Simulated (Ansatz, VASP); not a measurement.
## One calculation of HgSe, two programs

```xyz
2
Lattice="0.0000 3.0518 3.0518 3.0518 0.0000 3.0518 3.0518 3.0518 0.0000" Properties=species:S:1:pos:R:3 pbc="T T T"
Hg    0.0000    0.0000    0.0000
Se    1.5259    1.5259    1.5259
```

Alike in both runs: task relaxation of cell and atoms; functional PBEsol; k mesh 12 × 12 × 12; occupations gaussian, width 0.1 eV; no spin polarisation.

|  | VASP | Ansatz |
| --- | --- | --- |
| version | VASP 6.6.1 | Ansatz 0.2.0 |
| potentials or method | VASP PAW PBE potentials, release 64 (Hg, Se), cutoff 500 eV | scalar-relativistic, plane waves, PAW |
| valence electrons in the cell | 18 | 36 |

Ansatz gave:

| Quantity | Value |
| --- | --- |
| gap on the k mesh at the Fermi level, each at its own relaxed structure (eV) | none |
| relaxed volume (Å³/atom) | 28.84 |
| relaxed cell length with the largest relative difference (Å) | 4.337 |

Problem. Which values does VASP return?

Solution. gap on the k mesh at the Fermi level, each at its own relaxed structure (eV): none; relaxed volume (Å³/atom): 29.00; relaxed cell length with the largest relative difference (Å): 4.345.

VASP's potentials were made for PBE, not for PBEsol. A gap of «none» marks a metal or a gap that the smearing closes. VASP's potentials hold 18 valence electrons a cell and Ansatz's 36, so a difference there can come from the potentials and not from the codes.

Neither program's run includes spin-orbit coupling.
